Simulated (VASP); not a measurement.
A run of VASP 6.6.1:

File INCAR:

```
  PREC = Accurate
  ENCUT = 600
  EDIFF = 1E-6
  ISMEAR = 0
  SIGMA = 0.01
  LREAL = F
  LASPH = T
  NELM = 120
  ALGO = Normal
  ISIF = 2
  LWAVE = F
  LCHARG = F
  GGA = PE
  NBANDS = 16
  GGA_COMPAT = F
```

The input KPOINTS:

```
Automatic mesh
0
Gamma
  8 8 4
```

POSCAR

```
BN
1.0
    2.5693722481      0.0000000000      0.0000000000
   -1.2846861240      2.2251416346      0.0000000000
    0.0000000000      0.0000000000      4.2542563366
B N
2 2
Direct
    0.6666666667      0.3333333333      0.0000000000
    0.3333333333      0.6666666667      0.5000000000
    0.6666666667      0.3333333333      0.3750000000
    0.3333333333      0.6666666667      0.8750000000
```

Potentials or basis: VASP PAW PBE potentials, release 64 (B, N).

Launch:

```bash
$ cat potpaw_PBE.64/B/POTCAR potpaw_PBE.64/N/POTCAR > POTCAR
$ mpirun -np 1 vasp_std > vasp.out
```

Hardware: 1 thread of AMD EPYC 7R43 64-Core Processor (Zen 3) (shared host).

Q: How long does it take, and how much memory?

A: It took 21 s on 1 thread of AMD EPYC 7R43 64-Core Processor (Zen 3) (shared host), peak memory 0.12 GiB. Counts: scf iterations 13, k points 30.
